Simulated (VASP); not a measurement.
# CuSi16 (a cell with a defect) in VASP: further runs, part 2 of 2

VASP 6.6.1. The steps go on from the part before.

### 3 Single point, PBEsol

The input, INCAR:

```
SYSTEM = CuSi16
PREC = Accurate ; ENCUT = 520
EDIFF = 1E-6 ; ISMEAR = 0
SIGMA = 0.02 ; LREAL = Auto
LASPH = .TRUE. ; NELM = 80
ALGO = Normal ; ISIF = 2
LWAVE = .FALSE. ; LCHARG = .FALSE.
GGA = PS ; NBANDS = 52
NELECT = 74.0
```

The input, KPOINTS:

```
Automatic mesh
0
G
  2 2 2
  0 0 0
```

The input, POSCAR:

```
CuSi16
1.0
    0.0000000000      5.4300000000      5.4300000000
    5.4300000000      0.0000000000      5.4300000000
    5.4300000000      5.4300000000      0.0000000000
Si Cu
16 1
Direct
   -0.0127267814     -0.0137278108      0.0392644018
    0.1304620943      0.1317025379      0.1195091774
    0.0005009201      0.0012412170      0.5077052885
    0.1107488623      0.1114480215      0.6670423553
    0.0025729412      0.5068814786     -0.0162090180
    0.1315380587      0.6174225301      0.1194815442
    0.0008572875      0.4907947633      0.5074655000
    0.1334139149      0.6288600036      0.6092994760
    0.5059471562      0.0041222200     -0.0159912924
    0.6184128051      0.1316566509      0.1194950248
    0.4905653610      0.0012132363      0.5077234905
    0.6280331437      0.1343953760      0.6095393917
    0.5067472440      0.5068488276     -0.0162265783
    0.6295962554      0.6310765793      0.1096796277
    0.5053626915      0.5062929650      0.4829192330
    0.6284040470      0.6288369071      0.6092815235
    0.2350150983      0.2330382567      0.2970827243
```

Potentials or basis: VASP PAW PBE potentials, release 64 (Si, Cu).

On the command line:

```bash
> cat potpaw_PBE.64/Si/POTCAR potpaw_PBE.64/Cu/POTCAR > POTCAR
> mpirun -np 1 vasp_std > vasp.out
```

OUTCAR:

```text
SYSTEM = CuSi16
   PREC = Accurate
   ENCUT = 520
   EDIFF = 1E-6
   ISMEAR = 0
   LREAL = Auto
   LASPH = .TRUE.
   NELM = 80
   ISIF = 2
   GGA = PS
   NELECT = 74.0

 ion  position               nearest neighbor table
   1  0.987  0.986  0.039-   6 2.33  10 2.33   2 2.33   4 2.33
   2  0.130  0.132  0.120-   1 2.33   5 2.35   9 2.36  17 2.43   3 2.43
   3  0.001  0.001  0.508-   8 2.34  12 2.34   4 2.39   2 2.43  17 2.54
   4  0.111  0.111  0.667-  17 2.32   1 2.33   7 2.39   3 2.39  11 2.39
   5  0.003  0.507  0.984-  14 2.34   8 2.35   2 2.35   6 2.35
   6  0.132  0.617  0.119-   1 2.33   5 2.35  13 2.35  17 2.43   7 2.43
   7  0.001  0.491  0.507-  16 2.34   8 2.34   4 2.39   6 2.43  17 2.55
   8  0.133  0.629  0.609-  15 2.33   3 2.34   7 2.34   5 2.35
   9  0.506  0.004  0.984-  14 2.34  12 2.35  10 2.36   2 2.36  17 2.96
  10  0.618  0.132  0.119-   1 2.33  13 2.35   9 2.36  17 2.43  11 2.43
  11  0.491  0.001  0.508-  16 2.34  12 2.34   4 2.39  10 2.43  17 2.54
  12  0.628  0.134  0.610-  15 2.33  11 2.34   3 2.34   9 2.35
  13  0.507  0.507  0.984-  14 2.34  16 2.35  10 2.35   6 2.35
  14  0.630  0.631  0.110-   5 2.34  13 2.34   9 2.34  15 2.34
  15  0.505  0.506  0.483-  12 2.33  16 2.33   8 2.33  14 2.34
  16  0.628  0.629  0.609-  15 2.33  11 2.34   7 2.34  13 2.35
  17  0.235  0.233  0.297-   4 2.32  10 2.43   2 2.43   6 2.43  11 2.54   3 2.54   7 2.55   9 2.96

  LATTYP: Found a face centered cubic cell.
 ALAT       =    10.8600000000

  Lattice vectors:

 A1 = (   0.0000000000,   5.4300000000,   5.4300000000)
 A2 = (   5.4300000000,   0.0000000000,   5.4300000000)
 A3 = (   5.4300000000,   5.4300000000,   0.0000000000)

Analysis of symmetry for initial positions (statically):
=====================================================================
 Subroutine PRICEL returns:
 Original cell was already a primitive cell.

 Routine SETGRP: Setting up the symmetry group for a
 face centered cubic supercell.

 Subroutine GETGRP returns: Found  1 space group operations
 (whereof  1 operations were pure point group operations)
 out of a pool of 48 trial point group operations.

The static configuration has the point symmetry C_1 .

Analysis of symmetry for dynamics (positions and initial velocities):
=====================================================================
 Subroutine PRICEL returns:
 Original cell was already a primitive cell.

 Routine SETGRP: Setting up the symmetry group for a
 face centered cubic supercell.

 Subroutine GETGRP returns: Found  1 space group operations
 (whereof  1 operations were pure point group operations)
 out of a pool of 48 trial point group operations.

The dynamic configuration has the point symmetry C_1 .

 Subroutine INISYM returns: Found  1 space group operations
 (whereof  1 operations are pure point group operations),
 and found     1 'primitive' translations

----------------------------------------------------------------------------------------

                                     Primitive cell

  volume of cell :     320.2060

  direct lattice vectors                    reciprocal lattice vectors
     0.000000000  5.430000000  5.430000000    -0.092081031  0.092081031  0.092081031
[... 76 lines left out ...]
  0.000000  0.000000  0.500000      1.000000
  0.500000  0.500000  0.500000      1.000000
  0.500000  0.500000  0.000000      1.000000
  0.000000  0.500000  0.500000      1.000000
  0.500000  0.000000  0.500000      1.000000
   k-points           NKPTS =      8   k-points in BZ     NKDIM =      8   number of bands    NBANDS=     52
   number of dos      NEDOS =    301   number of ions     NIONS =     17
   total plane-waves  NPLWV = 216000
   dimension x,y,z NGX =    60 NGY =   60 NGZ =   60
   dimension x,y,z NGXF=   120 NGYF=  120 NGZF=  120
   ions per type =              16   1
   NGX,Y,Z   is equivalent  to a cutoff of  12.99, 12.99, 12.99 a.u.
   NGXF,Y,Z  is equivalent  to a cutoff of  25.98, 25.98, 25.98 a.u.
 SYSTEM =  CuSi16
   PREC   = accura    normal or accurate (medium, high low for compatibility)
   ISTART =      0    job   : 0-new  1-cont  2-samecut
   ICHARG =      2    charge: 1-file 2-atom 10-const
   ISPIN  =      1    spin polarized calculation?
   LNONCOLLINEAR =      F non collinear calculations
   LSORBIT =      F    spin-orbit coupling
   LASPH  =      T    aspherical Exc in radial PAW
   ENCUT  =  520.0 eV  38.22 Ry    6.18 a.u.  14.28 14.28 14.28*2*pi/ulx,y,z
   NELM   =     80;   NELMIN=  2; NELMDL= -5     # of ELM steps
   EDIFF  = 0.1E-05   stopping-criterion for ELM
   LREAL  =      T    real-space projection
   EDIFFG = 0.1E-04   stopping-criterion for IOM
   NSW    =      0    number of steps for IOM
   IBRION =     -1    ionic relax: 0-MD 1-quasi-New 2-CG
   NFREE  =      0    steps in history (QN), initial steepest desc. (CG)
   ISIF   =      2    stress and relaxation
   ISYM   =      2    0-nonsym 1-usesym 2-fastsym
   POTIM  = 0.5000    time-step for ionic-motion
   TEBEG  =    0.0;   TEEND  =   0.0 temperature during run
   PSTRESS=    0.0 pullay stress
   NELECT =      74.0000    total number of electrons
   NUPDOWN=      -1.0000    fix difference up-down
   EMIN   =  10.00;   EMAX   =-10.00  energy-range for DOS
   EFERMI =   0.00;   METHOD = LEGACY
   ISMEAR =     0;   SIGMA  =   0.02  broadening in eV -4-tet -1-fermi 0-gaus
   EFERMI_NEDOS =   21; number of points for ismear=-14 and -15
   IALGO  =     38    algorithm
   IMIX   =      4    mixing-type and parameters
     AMIX     =   0.40;   BMIX     =  1.00
     AMIX_MAG =   1.60;   BMIX_MAG =  1.00
  volume/ion in A,a.u.               =      18.84       127.11
  Fermi-wavevector in a.u.,A,eV,Ry     =   1.004636  1.898488 13.732283  1.009294
  Thomas-Fermi vector in A             =   2.137265
   LORBIT       =      0    0 simple, 1 ext, 2 COOP (PROOUT), +10 PAW based schemes
   GGA     = PS    functional components
   LHFCALC =     F    Hartree Fock is set to
   AEXX    =    0.0000 exact exchange contribution
   IVDW    =     0    specifies the selected vdW correction
   LEPSILON=     F    determine dielectric tensor
   LRPA    =     F    only Hartree local field effects (RPA)
 non-spin polarized calculation
 Gauss-broadening in eV      SIGMA  =   0.02
  energy-cutoff  :      520.00
  volume of cell :      320.21
 maximum number of plane-waves:      8646
 NGX is ok and might be reduce to    60
   NGX = 29   NGY = 29   NGZ = 29

 number of electron      74.0000001 magnetization

 Free energy of the ion-electron system (eV)
  ---------------------------------------------------
  ext. energy  EPLUGINS =         0.00000000
  ---------------------------------------------------
  free energy    TOTEN  =      -100.08010473 eV

  energy without entropy =     -100.08010473  energy(sigma->0) =     -100.08010473

 E-fermi :   6.2499     XC(G=0):  -9.7560

 val. band max:        6.1558798115   @ k =   0.0000   0.0000   0.0000
 cond. band min:       6.5236601553   @ k =   0.0000   0.0000   0.0000
 fundamental gap:      0.3677803438
 Fermi energy:         6.2499412861

 k-point     1 :       0.0000    0.0000    0.0000
  band No.  band energies     occupation
      1      -5.9701      2.00000
      2      -3.6151      2.00000
      3      -3.5470      2.00000
      4      -3.5281      2.00000
      5      -3.5269      2.00000
      6      -2.1097      2.00000
[... 405 lines left out ...]
     48      10.3686      0.00000
     49      10.3728      0.00000
 [bands above 49 left out]

------------------------ aborting loop because EDIFF is reached ----------------------------------------

  FORCE on cell =-STRESS in cart. coord.  units (eV):
  Direction    XX          YY          ZZ          XY          YZ          ZX
  --------------------------------------------------------------------------------------
  -------------------------------------------------------------------------------------
  Total       -5.8925610     -5.8426616     -5.8446724      0.3382024     -0.3225341     -0.3404264
  in kB      -29.4839173    -29.2342415    -29.2443026      1.6922236     -1.6138261     -1.7033516
  external PRESSURE =     -29.3208205 kB  Pullay stress =       0.0000000 kB

 VOLUME and BASIS-vectors are now :
 -----------------------------------------------------------------------------
  energy-cutoff  :      520.00
  volume of cell :      320.21
      direct lattice vectors                 reciprocal lattice vectors
     0.000000000  5.430000000  5.430000000    -0.092081031  0.092081031  0.092081031
     5.430000000  0.000000000  5.430000000     0.092081031 -0.092081031  0.092081031
     5.430000000  5.430000000  0.000000000     0.092081031  0.092081031 -0.092081031

 POSITION                                       TOTAL-FORCE (eV/Angst)
 -----------------------------------------------------------------------------------
      5.56866      5.57410     10.71635         0.010570      0.004399     -0.004558
      1.36408      1.35734      1.42355        -0.014864     -0.006179     -0.004068
      2.76358      2.75956      0.00946         0.017030      0.007690     -0.005124
      4.22720      4.22341      1.20653        -0.009755      0.003150     -0.002652
      8.09435      5.35596      2.76634         0.001233      0.008393     -0.001221
      4.00139      1.36304      4.06686         0.005696     -0.007845      0.007883
[... 9 lines left out ...]
      6.72298      6.72063      6.82682        -0.006063     -0.005142      0.008332
      2.87856      2.88929      2.54153        -0.010153     -0.015096      0.014852
 -----------------------------------------------------------------------------------
    total drift:                               -0.000296      0.003331     -0.003610

  FREE ENERGIE OF THE ION-ELECTRON SYSTEM (eV)
  ---------------------------------------------------
  free  energy   TOTEN  =      -100.0801047341 eV

  energy  without entropy=     -100.0801047341  energy(sigma->0) =     -100.08010473
```

Wall time 3.9 min (1 thread of Intel Xeon 6975P-C (Granite Rapids), shared host); peak memory 0.48 GiB.

Results:

```
Free energy   : -100.0801 eV
Largest force : 0.023 eV/Å
```

Forces on the atoms (eV/Å):
```
Si   0.011  0.004 -0.005
Si  -0.015 -0.006 -0.004
Si   0.017  0.008 -0.005
Si  -0.010  0.003 -0.003
Si   0.001  0.008 -0.001
Si   0.006 -0.008  0.008
Si   0.003  0.009 -0.008
Si  -0.006 -0.009  0.005
Si   0.013  0.004 -0.003
Si  -0.015  0.004  0.006
Si   0.017  0.005 -0.007
Si  -0.013 -0.008  0.008
Si   0.001  0.002 -0.009
Si  -0.004 -0.005  0.005
Si   0.010  0.010 -0.009
Si  -0.006 -0.005  0.008
Cu  -0.010 -0.015  0.015
```

Caveat: the k points lie up to 0.50 Å⁻¹ apart; the cell carries a net charge on a neutralising background, which shifts energy and pressure; the cell is charged against a uniform background, so pressure and absolute levels hang on convention; the PAW data sets were made with another functional, which shifts forces and pressure a little.

### 4 Single point, PBEsol

The input, INCAR:

```
SYSTEM = CuSi16
PREC = Accurate ; ENCUT = 520
EDIFF = 1E-7 ; ISMEAR = 0
SIGMA = 0.02 ; LREAL = Auto
LASPH = .True. ; NELM = 100
ALGO = Normal ; ISIF = 2
LWAVE = .False. ; LCHARG = .True.
GGA = PS ; LELF = .True.
LVHAR = .True. ; NBANDS = 52
NELECT = 74.0
```

The input, KPOINTS:

```
Automatic mesh
0
Gamma
  2 2 2
  0 0 0
```

The input, POSCAR:

```
CuSi16
1.0
    0.0000000000      5.4300000000      5.4300000000
    5.4300000000      0.0000000000      5.4300000000
    5.4300000000      5.4300000000      0.0000000000
Si Cu
16 1
Direct
   -0.0034513812     -0.0033793738      0.0157079190
    0.1195237569      0.1196018416      0.1416141805
   -0.0052848987     -0.0048081031      0.5152268877
    0.1188183241      0.1184376611      0.6409159300
   -0.0033554328      0.4914106814      0.0157535912
    0.1352326888      0.6241934622      0.1167822284
    0.0078264273      0.4936332413      0.5054308471
    0.1189479742      0.6221313996      0.6409697053
    0.4912111418     -0.0031091160      0.0155227440
    0.6244393186      0.1349264273      0.1166873849
    0.4937289134      0.0072235727      0.5054283610
    0.6219080110      0.1190056169      0.6406811234
    0.5143019337      0.5145592081     -0.0428190608
    0.6245716390      0.6244718232      0.1166368324
    0.4938523941      0.4942527624      0.5054767035
    0.6392597606      0.6384930939      0.5845129834
    0.3924117864      0.3907685083      0.3270241252
```

On the command line:

```bash
> cat potpaw_PBE.64/Si/POTCAR potpaw_PBE.64/Cu/POTCAR > POTCAR
> mpirun -np 1 vasp_std > vasp.out
```

It took 3.7 min on 1 thread of Intel Xeon 6975P-C (Granite Rapids), shared host; peak memory 0.49 GiB.

The run converged. Its results:

- Free energy: -100.0802 eV
- Largest force: 0.039 eV/Å

Forces in eV/Å, atoms in the order of the input:
```
Si  -0.020  0.000  0.011
Si   0.012  0.004 -0.015
Si  -0.018  0.003  0.017
Si   0.019 -0.001 -0.012
Si  -0.010 -0.001  0.022
Si   0.018  0.000 -0.015
Si  -0.020 -0.006  0.015
Si   0.016 -0.003 -0.017
Si  -0.016  0.007  0.017
Si   0.011 -0.010 -0.015
Si  -0.027  0.002  0.009
Si   0.020  0.005 -0.020
Si  -0.028 -0.007  0.026
Si   0.018 -0.011 -0.012
Si  -0.014  0.002  0.027
Si   0.018  0.005 -0.017
Cu   0.021  0.012 -0.022
```

Levels at points of the mesh, in eV from the Fermi level:
```tsv
k point	band 34	band 35	band 36	band 37	band 38	band 39	band 40	band 41
(0.00, 0.00, 0.00)	-0.82	-0.61	-0.10	-0.09	0.30	0.59	0.59	0.61
(0.50, 0.00, 0.00)	-0.79	-0.74	-0.68	-0.60	0.62	1.08	1.27	1.33
(0.00, 0.50, 0.00)	-0.79	-0.74	-0.68	-0.60	0.63	1.08	1.27	1.32
(0.00, 0.00, 0.50)	-0.82	-0.81	-0.64	-0.63	0.42	1.27	1.31	1.32
(0.50, 0.50, 0.50)	-0.79	-0.74	-0.68	-0.60	0.63	1.08	1.27	1.32
(0.50, 0.50, 0.00)	-1.42	-1.34	-1.31	-0.89	0.69	1.05	2.03	2.08
(0.00, 0.50, 0.50)	-1.42	-1.34	-1.31	-0.89	0.69	1.05	2.03	2.08
(0.50, 0.00, 0.50)	-1.42	-1.34	-1.30	-0.89	0.69	1.05	2.03	2.08
```

Caveat: the k points lie up to 0.50 Å⁻¹ apart; the cell carries a net charge on a neutralising background, which shifts energy and pressure; the cell is charged against a uniform background, so pressure and absolute levels hang on convention; the PAW data sets were made with another functional, which shifts forces and pressure a little.
